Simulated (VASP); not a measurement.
# HfS4: relaxation of cell and atoms with PBE

Crystal: HfS4.

```
CELL_PARAMETERS angstrom
4.63043 0.00000 0.00000
0.00000 4.63043 0.00000
0.00000 0.00000 4.85860
ATOMIC_POSITIONS crystal
Hf 0.00000 0.00000 0.00000
S 0.00000 0.50000 0.26232
S 0.50000 0.00000 0.26232
S 0.00000 0.50000 0.73768
S 0.50000 0.00000 0.73768
```

```json
{
  "Program": "VASP 6.6.1",
  "Task": "relaxation of cell and atoms",
  "Functional": "PBE",
  "Potentials or basis": "VASP PAW PBE potentials, release 64 (Hf_pv, S)",
  "Cutoff": "600 eV",
  "k mesh": "8 × 8 × 8",
  "Occupations": "gaussian, width 0.1 eV",
  "Spin": "no spin polarisation",
  "Dipole correction": "no",
  "Further INCAR settings": "ALGO = Normal; EDIFF = 1e-07; IBRION = 2; EDIFFG = -0.01; NSW = 100; ISIF = 3"
}
```

- Relaxed volume: 20.51 Å³/atom
- Relaxed cell: a = 4.601 Å, b = 4.601 Å, c = 4.845 Å, α = 90.00°, β = 90.00°, γ = 90.00°
- Space group after relaxing (to 0.05 Å): P4/mmm (No. 123)
- Energy gained by relaxing: 6.5 meV/atom
- Ionic steps: 7
- Pressure after relaxing: 0.0 GPa
- Band gap on the k mesh: zero (band 17 reaches 5.67 eV, above the bottom of band 18 at 3.49 eV)

The path:
```csv
step,energy change (eV),largest force (eV/Å),pressure (GPa),volume (Å³)
1,0.0000,0.3031,-0.72,104.17
2,-0.0186,0.2418,0.23,102.76
3,-0.0227,0.1641,0.97,101.78
4,-0.0315,0.0005,0.26,102.32
5,-0.0317,0.0301,0.14,102.41
6,-0.0324,0.0057,-0.05,102.59
7,-0.0325,0.0015,-0.03,102.57
```

Final structure:
```cif
data_structure
_symmetry_space_group_name_H-M 'P 1'
_symmetry_Int_Tables_number 1
_cell_length_a 4.6011
_cell_length_b 4.6011
_cell_length_c 4.8449
_cell_angle_alpha 90.000
_cell_angle_beta 90.000
_cell_angle_gamma 90.000
_cell_volume 102.57
loop_
_atom_site_label
_atom_site_type_symbol
_atom_site_fract_x
_atom_site_fract_y
_atom_site_fract_z
_atom_site_occupancy
Hf1 Hf 0.00000 0.00000 0.00000 1
S1 S 0.00000 0.50000 0.27084 1
S2 S 0.50000 0.00000 0.27084 1
S3 S 0.00000 0.50000 0.72916 1
S4 S 0.50000 0.00000 0.72916 1
```

Levels at points of the mesh, in eV from the Fermi level:
```csv
k point,band 13,band 14,band 15,band 16,band 17,band 18,band 19,band 20,band 21
"(0.00, 0.00, 0.00)",-3.81,-2.08,-2.08,-0.14,0.38,0.38,0.54,4.28,4.33
"(0.50, 0.00, 0.00)",-3.76,-3.49,-1.48,-0.55,-0.48,0.10,1.90,2.30,4.10
"(0.50, 0.50, 0.00)",-3.03,-2.11,-1.22,-0.03,0.30,1.44,1.45,2.07,2.07
"(0.00, 0.00, 0.50)",-2.23,-2.04,-1.66,-1.66,-0.64,-0.58,-0.58,0.69,2.17
"(0.50, 0.00, 0.50)",-2.76,-2.69,-2.64,-2.63,-2.15,-1.33,-0.43,1.66,2.90
"(0.50, 0.50, 0.50)",-3.31,-3.14,-1.48,-0.57,-0.40,-0.40,0.32,1.20,2.71
```

Wall time 10 min on 1 thread of Intel(R) Xeon(R) Platinum 8259CL CPU @ 2.50GHz (Skylake/Cascade Lake) (shared host), peak memory 0.38 GiB.

Caveat: spin-orbit coupling is left out, which moves the levels of the heavy elements.
